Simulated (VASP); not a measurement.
Runs of VASP 6.6.1 on In3Sb. The structure is cubic, space group Pm-3m (No. 221). The conventional cell has a = 4.837 Å, b = 4.837 Å, c = 4.837 Å, α = 90.00°, β = 90.00°, γ = 90.00°. In (site symmetry 4/mmm) has 8 In at 3.42 Å and 4 Sb at 3.42 Å within 4.5 Å. Sb (site symmetry m-3m) has 12 In at 3.42 Å within 4.5 Å. 

| k mesh | smearing | gap on the mesh (eV) | pressure (GPa) |
| --- | --- | --- | --- |
| 6 × 6 × 6 | gaussian 0.1 eV | none | -1.0 |
| 8 × 8 × 8 | gaussian 0.1 eV | none | -1.4 |
| 5 × 5 × 5 | gaussian 0.01 eV | none | (a) |
| 4 × 4 × 4 | gaussian 0.1 eV | none | -1.9 |
| 5 × 5 × 5 | gaussian 0.05 eV | none | -0.4 |
| 5 × 5 × 5 | gaussian 0.2 eV | none | (b) |
| 5 × 5 × 5 | gaussian 0.1 eV | none | -0.4 |
| 1 × 1 × 1 | gaussian 0.1 eV | 4.63 | 4.6 |

Alike in all rows: task single point; level r2SCAN; potentials or basis VASP PAW PBE potentials, release 64 (In_d, Sb); no spin polarisation; cell as given; cutoff (eV) 520.

Question: Fill in the values left out.

Answer: (a) -0.3; (b) -0.6.

Caveats: some runs use coarse meshes; the PAW data sets were made with another functional, which shifts forces and pressure a little; spin-orbit coupling is left out, which moves the levels of the heavy elements.

A k mesh can miss the band edges, and the runs leave out spin-orbit coupling on In, Sb.

A gap of «none» marks levels without a gap at the run's occupations.
